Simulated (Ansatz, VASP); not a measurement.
## Mg3ZrN2 in VASP and in Ansatz

INCAR

```
SYSTEM = Mg3ZrN2
PREC = Accurate
ENCUT = 600
EDIFF = 1E-6
ISMEAR = 0
SIGMA = 0.1
LREAL = .False.
LASPH = .True.
NELM = 100
ALGO = Normal
ISIF = 3
LWAVE = .False.
LCHARG = .False.
GGA = PE
IBRION = 2
NSW = 90
EDIFFG = -0.04
```

File KPOINTS:

```
regular mesh
0
Gamma
  4 4 4
  0 0 0
```

File POSCAR:

```
Mg3ZrN2
1.0
   -2.6501508000      2.6501508000      3.6746403900
    2.6501508000     -2.6501508000      3.6746403900
    2.6501508000      2.6501508000     -3.6746403900
Mg Zr N
3 1 2
Direct
    0.7500000000      0.2500000000      0.5000000000
    0.2500000000      0.7500000000      0.5000000000
    0.5000000000      0.5000000000      0.0000000000
    0.0000000000      0.0000000000      0.0000000000
    0.5000000000      0.0000000000      0.5000000000
    0.0000000000      0.5000000000      0.5000000000
```

Input for Ansatz:

```yaml
crystal:
  lattice:
    - [-2.6501508, 2.6501508, 3.67464039]
    - [2.6501508, -2.6501508, 3.67464039]
    - [2.6501508, 2.6501508, -3.67464039]
  atoms:
    - { symbol: Mg, position: [0.75, 0.25, 0.5] }
    - { symbol: Mg, position: [0.25, 0.75, 0.5] }
    - { symbol: Mg, position: [0.5, 0.5, 0.0] }
    - { symbol: Zr, position: [0.0, 0.0, 0.0] }
    - { symbol: "N", position: [0.5, 0.0, 0.5] }
    - { symbol: "N", position: [0.0, 0.5, 0.5] }
basis:
  ecutwfc: 420
kpoints:
  mp_grid: { grid: [4, 4, 4] }
hamiltonian:
  xc: pbe
scf:
  occupations: { method: gaussian, width: 0.1 }
  lower_state_search: "off"
output:
  forces: true
  stress: true
  eigenvalues: true
relax:
  adjacent_minimum: "off"
  f_tol: 0.04
  max_steps: 70
  cell: { stress_tol: 0.4 }
```

Alike in both runs: task relaxation of cell and atoms; functional PBE; k mesh 4 × 4 × 4; occupations gaussian, width 0.1 eV; no spin polarisation.

|  | VASP | Ansatz |
| --- | --- | --- |
| version | VASP 6.6.1 | Ansatz 0.2.0 |
| potentials or method | VASP PAW PBE potentials, release 64 (Mg, Zr_sv, N), cutoff 600 eV | scalar-relativistic, plane waves, PAW |
| valence electrons in the cell | 28 | 52 |

|  | VASP | Ansatz | Ansatz less VASP |
| --- | --- | --- | --- |
| gap on the k mesh at the Fermi level, each at its own relaxed structure (eV) | none | none | - |
| relaxed volume (Å³/atom) | 14.73 | 14.81 | +0.077 |
| relaxed cell length with the largest relative difference (Å) | 5.472 | 5.488 | +0.0157 |

A gap of «none» marks a metal or a gap that the smearing closes. VASP's potentials hold 28 valence electrons a cell and Ansatz's 52, so a difference there can come from the potentials and not from the codes.

The k mesh is coarse, so the values compare programs but aren't converged.
